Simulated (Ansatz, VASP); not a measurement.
**ZnAu in VASP and in Ansatz**

INCAR

```
PREC = Accurate
ENCUT = 520
EDIFF = 1E-7
ISMEAR = 0
SIGMA = 0.15
LREAL = False
LASPH = True
NELM = 80
ALGO = Fast
ISIF = 2
LWAVE = False
LCHARG = True
GGA = PE
LELF = True
LVHAR = True
NBANDS = 18
```

File KPOINTS:

```
Automatic mesh
0
Gamma
  16 16 16
```

File POSCAR:

```
ZnAu
1.0
    3.1470000000      0.0000000000      0.0000000000
    0.0000000000      3.1470000000      0.0000000000
    0.0000000000      0.0000000000      3.1470000000
Zn Au
1 1
Direct
    0.5000000000      0.5000000000      0.5000000000
    0.0589817382     -0.0589817382      0.0000000000
```

Input for Ansatz:

```yaml
crystal:
  lattice:
    - [3.147, 0.0, 0.0]
    - [0.0, 3.147, 0.0]
    - [0.0, 0.0, 3.147]
  atoms:
    - { symbol: Zn, position: [0.5, 0.5, 0.5] }
    - { symbol: Au, position: [0.0589817382, -0.0589817382, 0.0] }
basis:
  ecutwfc: 420
kpoints:
  mp_grid: { grid: [16, 16, 16] }
hamiltonian:
  xc: pbe
scf:
  occupations: { method: gaussian, width: 0.15 }
output:
  forces: true
  stress: true
  eigenvalues: true
  write_density: true
  write_potential: true
  elf: true
  volumetric_format: npy
```

Change from the starting cell: all Au atoms moved +0.263 Å, as atom 2 along Cartesian [1 -1 0].

Alike in both runs: task single point; functional PBE; k mesh 16 × 16 × 16; occupations gaussian, width 0.15 eV; no spin polarisation.

|  | VASP | Ansatz |
| --- | --- | --- |
| version | VASP 6.6.1 | Ansatz 0.2.0 |
| potentials or method | VASP PAW PBE potentials, release 64 (Zn, Au), cutoff 520 eV | scalar-relativistic, plane waves, PAW |
| valence electrons in the cell | 23 | 31 |

VASP gave:

- gap on the k mesh at the Fermi level (eV): none
- pressure (GPa): 8.7
- traceless stress, the component that is largest in VASP (GPa): -3.49
- rms of the force components (eV/Å): 0.694

**Question.** What did Ansatz give for the same quantities?

**Answer.** gap on the k mesh at the Fermi level (eV): none; pressure (GPa): 8.5; traceless stress, the component that is largest in VASP (GPa): -3.44; rms of the force components (eV/Å): 0.684.

Atom by atom the forces differ by 0.011 eV/Å (rms over components). A gap of «none» marks a metal or a gap that the smearing closes. VASP's potentials hold 23 valence electrons a cell and Ansatz's 31, so a difference there can come from the potentials and not from the codes.

Neither program's run includes spin-orbit coupling.
